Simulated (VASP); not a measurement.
# SnO (P4/nmm) in VASP: a series of runs

The runs below take SnO through single point, with LDA.

Program: VASP 6.6.1. These are calculated values, not measurements. Logs are shortened: lines on timing, memory, paths and dates and some standing lists are left out, and cuts for length are marked.

### 1 The cell of the first run

It takes space group P4/nmm (No. 129, tetragonal). Conventional cell: a = 3.591 Å, b = 3.591 Å, c = 4.841 Å, α = 90.00°, β = 90.00°, γ = 90.00°. Within 2.9 Å of Sn (site symmetry 4mm) lie 4 O at 2.15 Å. Within 2.9 Å of O (site symmetry -4m2) lie 4 Sn at 2.15 Å and 4 O at 2.54 Å.

### 2 Single point, LDA

Contents of INCAR:

```
SYSTEM = SnO
PREC = Accurate
ENCUT = 1340
EDIFF = 1E-6
ISMEAR = 0
SIGMA = 0.15
LREAL = .FALSE.
LASPH = .TRUE.
NELM = 120
ALGO = Normal
ISIF = 2
LWAVE = .FALSE.
LCHARG = .TRUE.
GGA = CA
LELF = .TRUE.
LVHAR = .TRUE.
NBANDS = 28
GGA_COMPAT = .FALSE.
```

Contents of KPOINTS:

```
Automatic mesh
0
G
  10 10 8
  0 0 0
```

Contents of POSCAR:

```
SnO
1.0
    3.5911000000      0.0000000000      0.0000000000
    0.0000000000      3.5911000000      0.0000000000
    0.0000000000      0.0000000000      4.8415000000
Sn O
2 2
Direct
    0.0000000000      0.5000000000      0.2457459271
    0.5000000000      0.0000000000      0.7542540729
    0.0000000000      0.0000000000      0.0000000000
    0.5000000000      0.5000000000      0.0000000000
```

Potentials or basis: VASP PAW LDA potentials, release 64 (Sn_d, O_h).

Run with:

```bash
$ cat potpaw_LDA.64/Sn_d/POTCAR potpaw_LDA.64/O_h/POTCAR > POTCAR
$ mpirun -np 1 vasp_std > vasp.out
```

OUTCAR:

```text
SYSTEM = SnO
   PREC = Accurate
   ENCUT = 1340
   EDIFF = 1E-6
   ISMEAR = 0
   LREAL = .FALSE.
   LASPH = .TRUE.
   NELM = 120
   ISIF = 2
   GGA = CA

 ion  position               nearest neighbor table
   1  0.000  0.500  0.246-   3 2.15   4 2.15   3 2.15   4 2.15   2 3.48   2 3.48   2 3.48   2 3.48
                             2 3.54   2 3.54   2 3.54   2 3.54
   2  0.500  0.000  0.754-   3 2.15   4 2.15   4 2.15   3 2.15   1 3.48   1 3.48   1 3.48   1 3.48
                             1 3.54   1 3.54   1 3.54   1 3.54
   3  0.000  0.000  0.000-   1 2.15   2 2.15   1 2.15   2 2.15
   4  0.500  0.500  0.000-   1 2.15   2 2.15   2 2.15   1 2.15

  LATTYP: Found a simple tetragonal cell.
 ALAT       =     3.5911000000
 C/A-ratio  =     1.3481941466

  Lattice vectors:

 A1 = (   3.5911000000,   0.0000000000,   0.0000000000)
 A2 = (   0.0000000000,   3.5911000000,   0.0000000000)
 A3 = (   0.0000000000,   0.0000000000,   4.8415000000)

Analysis of symmetry for initial positions (statically):
=====================================================================
 Subroutine PRICEL returns:
 Original cell was already a primitive cell.

 Routine SETGRP: Setting up the symmetry group for a
 simple tetragonal supercell.

 Subroutine GETGRP returns: Found 16 space group operations
 (whereof  8 operations were pure point group operations)
 out of a pool of 16 trial point group operations.

The static configuration has the point symmetry D_2d.
 The point group associated with its full space group is D_4h.

Analysis of symmetry for dynamics (positions and initial velocities):
=====================================================================
 Subroutine PRICEL returns:
 Original cell was already a primitive cell.

 Routine SETGRP: Setting up the symmetry group for a
 simple tetragonal supercell.

 Subroutine GETGRP returns: Found 16 space group operations
 (whereof  8 operations were pure point group operations)
 out of a pool of 16 trial point group operations.

The dynamic configuration has the point symmetry D_2d.
 The point group associated with its full space group is D_4h.

 Subroutine INISYM returns: Found 16 space group operations
 (whereof  8 operations are pure point group operations),
 and found     1 'primitive' translations

----------------------------------------------------------------------------------------

                                     Primitive cell

  volume of cell :      62.4360

  direct lattice vectors                    reciprocal lattice vectors
     3.591100000  0.000000000  0.000000000     0.278466208  0.000000000  0.000000000
     0.000000000  3.591100000  0.000000000     0.000000000  0.278466208  0.000000000
     0.000000000  0.000000000  4.841500000     0.000000000  0.000000000  0.206547558

  length of vectors
     3.591100000  3.591100000  4.841500000     0.278466208  0.278466208  0.206547558

  position of ions in fractional coordinates (direct lattice)
     0.000000000  0.500000000  0.245745927
     0.500000000  0.000000000  0.754254073
     0.000000000  0.000000000  0.000000000
     0.500000000  0.500000000  0.000000000

  ion indices of the primitive-cell ions
   primitive index   ion index
                 1           1
                 2           2
                 3           3
                 4           4

----------------------------------------------------------------------------------------

 KPOINTS: Automatic mesh

Automatic generation of k-mesh.
 Grid dimensions read from file:
 generate k-points for:   10   10    8

 Generating k-lattice:

  Cartesian coordinates                     Fractional coordinates (reciprocal lattice)
     0.027846621  0.000000000  0.000000000     0.100000000  0.000000000  0.000000000
     0.000000000  0.027846621  0.000000000     0.000000000  0.100000000  0.000000000
     0.000000000  0.000000000  0.025818445     0.000000000  0.000000000  0.125000000

  Length of vectors
     0.027846621  0.027846621  0.025818445

  Shift w.r.t. Gamma in fractional coordinates (k-lattice)
     0.000000000  0.000000000  0.000000000

 Subroutine IBZKPT returns following result:
 ===========================================

 Found    105 irreducible k-points:

 Following reciprocal coordinates:
            Coordinates               Weight
  0.000000  0.000000  0.000000      1.000000
  0.100000  0.000000  0.000000      4.000000
  0.200000  0.000000  0.000000      4.000000
  0.300000  0.000000  0.000000      4.000000
  0.400000  0.000000  0.000000      4.000000
  0.500000  0.000000  0.000000      2.000000
[... 16 lines left out ...]
  0.100000  0.000000  0.125000      8.000000
  0.200000  0.000000  0.125000      8.000000
 [... further k-points ...]
   k-points           NKPTS =    105   k-points in BZ     NKDIM =    105   number of bands    NBANDS=     28
   number of dos      NEDOS =    301   number of ions     NIONS =      4
   total plane-waves  NPLWV = 138240
   dimension x,y,z NGX =    48 NGY =   48 NGZ =   60
   dimension x,y,z NGXF=    96 NGYF=   96 NGZF=  120
   ions per type =               2   2
   NGX,Y,Z   is equivalent  to a cutoff of  22.22, 22.22, 20.60 a.u.
   NGXF,Y,Z  is equivalent  to a cutoff of  44.44, 44.44, 41.21 a.u.
 SYSTEM =  SnO
   PREC   = accura    normal or accurate (medium, high low for compatibility)
   ISTART =      0    job   : 0-new  1-cont  2-samecut
   ICHARG =      2    charge: 1-file 2-atom 10-const
   ISPIN  =      1    spin polarized calculation?
   LNONCOLLINEAR =      F non collinear calculations
   LSORBIT =      F    spin-orbit coupling
   LASPH  =      T    aspherical Exc in radial PAW
   ENCUT  = 1340.0 eV  98.49 Ry    9.92 a.u.  10.72 10.72 14.45*2*pi/ulx,y,z
   NELM   =    120;   NELMIN=  2; NELMDL= -5     # of ELM steps
   EDIFF  = 0.1E-05   stopping-criterion for ELM
   LREAL  =      F    real-space projection
   EDIFFG = 0.1E-04   stopping-criterion for IOM
   NSW    =      0    number of steps for IOM
   IBRION =     -1    ionic relax: 0-MD 1-quasi-New 2-CG
   NFREE  =      0    steps in history (QN), initial steepest desc. (CG)
   ISIF   =      2    stress and relaxation
   ISYM   =      2    0-nonsym 1-usesym 2-fastsym
   POTIM  = 0.5000    time-step for ionic-motion
   TEBEG  =    0.0;   TEEND  =   0.0 temperature during run
   PSTRESS=    0.0 pullay stress
   NELECT =      40.0000    total number of electrons
   NUPDOWN=      -1.0000    fix difference up-down
   EMIN   =  10.00;   EMAX   =-10.00  energy-range for DOS
   EFERMI =   0.00;   METHOD = LEGACY
   ISMEAR =     0;   SIGMA  =   0.15  broadening in eV -4-tet -1-fermi 0-gaus
   EFERMI_NEDOS =   21; number of points for ismear=-14 and -15
   IALGO  =     38    algorithm
   IMIX   =      4    mixing-type and parameters
     AMIX     =   0.40;   BMIX     =  1.00
     AMIX_MAG =   1.60;   BMIX_MAG =  1.00
  volume/ion in A,a.u.               =      15.61       105.33
  Fermi-wavevector in a.u.,A,eV,Ry     =   1.411291  2.666953 27.099292  1.991742
  Thomas-Fermi vector in A             =   2.533157
   LORBIT       =      0    0 simple, 1 ext, 2 COOP (PROOUT), +10 PAW based schemes
   GGA     = CA    functional components
   LHFCALC =     F    Hartree Fock is set to
   AEXX    =    0.0000 exact exchange contribution
   IVDW    =     0    specifies the selected vdW correction
   LEPSILON=     F    determine dielectric tensor
   LRPA    =     F    only Hartree local field effects (RPA)
 non-spin polarized calculation
 Gauss-broadening in eV      SIGMA  =   0.15
  energy-cutoff  :     1340.00
  volume of cell :       62.44
 maximum number of plane-waves:      6984
 NGX is ok and might be reduce to    48
   NGX = 21   NGY = 21   NGZ = 29

 number of electron      40.0000003 magnetization

 Free energy of the ion-electron system (eV)
  ---------------------------------------------------
  ext. energy  EPLUGINS =         0.00000000
  ---------------------------------------------------
  free energy    TOTEN  =       -25.54421541 eV

  energy without entropy =      -25.53942657  energy(sigma->0) =      -25.54182099

 E-fermi :   8.9226     XC(G=0): -11.2670

 val. band max:        8.9094405062   @ k =   0.1000   0.1000   0.1250
 cond. band min:       8.9580247323   @ k =   0.1000   0.0000   0.1250
 fundamental gap:      0.0485842261
 Fermi energy:         8.9225874486

 k-point     1 :       0.0000    0.0000    0.0000
  band No.  band energies     occupation
      1     -13.5889      2.00000
      2     -13.0295      2.00000
      3     -12.9989      2.00000
      4     -12.9989      2.00000
      5     -12.9145      2.00000
      6     -12.9086      2.00000
[... 20 lines left out ...]
     27      15.5380      0.00000
     28      15.7947      0.00000

 k-point     2 :       0.1000    0.0000    0.0000
  band No.  band energies     occupation
      1     -13.5850      2.00000
      2     -13.0275      2.00000
      3     -12.9987      2.00000
      4     -12.9946      2.00000
      5     -12.9606      2.00000
      6     -12.9105      2.00000
[... 20 lines left out ...]
     27      15.7068      0.00000
     28      16.9396      0.00000

 k-point     3 :       0.2000    0.0000    0.0000
  band No.  band energies     occupation
      1     -13.5750      2.00000
      2     -13.1640      2.00000
      3     -12.9964      2.00000
      4     -12.9925      2.00000
      5     -12.9826      2.00000
      6     -12.9155      2.00000
[... 20 lines left out ...]
     27      15.9484      0.00000
     28      18.9116      0.00000

 k-point     4 :       0.3000    0.0000    0.0000
  band No.  band energies     occupation
      1     -13.5607      2.00000
      2     -13.3155      2.00000
      3     -12.9893      2.00000
      4     -12.9741      2.00000
      5     -12.9651      2.00000
      6     -12.9216      2.00000
[... 578 lines left out ...]
     27      15.4045      0.00000
     28      15.9043      0.00000

 k-point    23 :       0.1000    0.0000    0.1250
  band No.  band energies     occupation
      1     -13.5818      2.00000
      2     -13.0335      2.00000
      3     -12.9977      2.00000
      4     -12.9903      2.00000
      5     -12.9595      2.00000
      6     -12.9077      2.00000
[... 20 lines left out ...]
     27      15.6904      0.00000
     28      16.9587      0.00000

 k-point    24 :       0.2000    0.0000    0.1250
  band No.  band energies     occupation
      1     -13.5730      2.00000
      2     -13.1725      2.00000
      3     -12.9951      2.00000
      4     -12.9884      2.00000
      5     -12.9818      2.00000
      6     -12.9118      2.00000
[... 20 lines left out ...]
     27      16.0314      0.00000
     28      18.8557      0.00000

 [... further k-points ...]

------------------------ aborting loop because EDIFF is reached ----------------------------------------

  FORCE on cell =-STRESS in cart. coord.  units (eV):
  Direction    XX          YY          ZZ          XY          YZ          ZX
  --------------------------------------------------------------------------------------
  -------------------------------------------------------------------------------------
  Total        4.6605888      4.6605888      0.8512232      0.0000000     -0.0000000      0.0000000
  in kB      119.5959389    119.5959389     21.8433415      0.0000000     -0.0000000      0.0000000
  external PRESSURE =      87.0117398 kB  Pullay stress =       0.0000000 kB

 VOLUME and BASIS-vectors are now :
 -----------------------------------------------------------------------------
  energy-cutoff  :     1340.00
  volume of cell :       62.44
      direct lattice vectors                 reciprocal lattice vectors
     3.591100000  0.000000000  0.000000000     0.278466208  0.000000000  0.000000000
     0.000000000  3.591100000  0.000000000     0.000000000  0.278466208  0.000000000
     0.000000000  0.000000000  4.841500000     0.000000000  0.000000000  0.206547558

 POSITION                                       TOTAL-FORCE (eV/Angst)
 -----------------------------------------------------------------------------------
      0.00000      1.79555      1.18978        -0.000000      0.000000      0.578792
      1.79555      0.00000      3.65172         0.000000      0.000000     -0.578792
      0.00000      0.00000      0.00000         0.000000      0.000000      0.000000
      1.79555      1.79555      0.00000        -0.000000     -0.000000      0.000000
 -----------------------------------------------------------------------------------
    total drift:                                0.000000      0.000000      0.000000

  FREE ENERGIE OF THE ION-ELECTRON SYSTEM (eV)
  ---------------------------------------------------
  free  energy   TOTEN  =       -25.5442154062 eV

  energy  without entropy=      -25.5394265678  energy(sigma->0) =      -25.54182099
```

It took 4.5 min on 1 thread of Intel Xeon Platinum 8559C (Emerald Rapids), shared host; peak memory 0.73 GiB.

What came out:

```yaml
Free_energy: -25.5442 eV
Pressure: 8.7 GPa
Largest_force: 0.579 eV/Å
Band_gap_on_the_k_mesh: zero (bands 20 and 21 overlap by 0.88 eV)
```

Forces on the atoms (eV/Å):
```
Sn   0.000  0.000  0.579
Sn   0.000  0.000 -0.579
O    0.000  0.000  0.000
O    0.000  0.000  0.000
```

Stress tensor (GPa, compression positive):
```
11.96  0.00  0.00
 0.00 11.96  0.00
 0.00  0.00  2.18
```

Caveat: the stress differs along the axes, from 2 to 12 GPa; spin-orbit coupling is left out, which moves the levels of the heavy elements.

(Part 1 of 2 ends here.)

The gap in the log of VASP goes by the Fermi energy; the results here count the filled bands.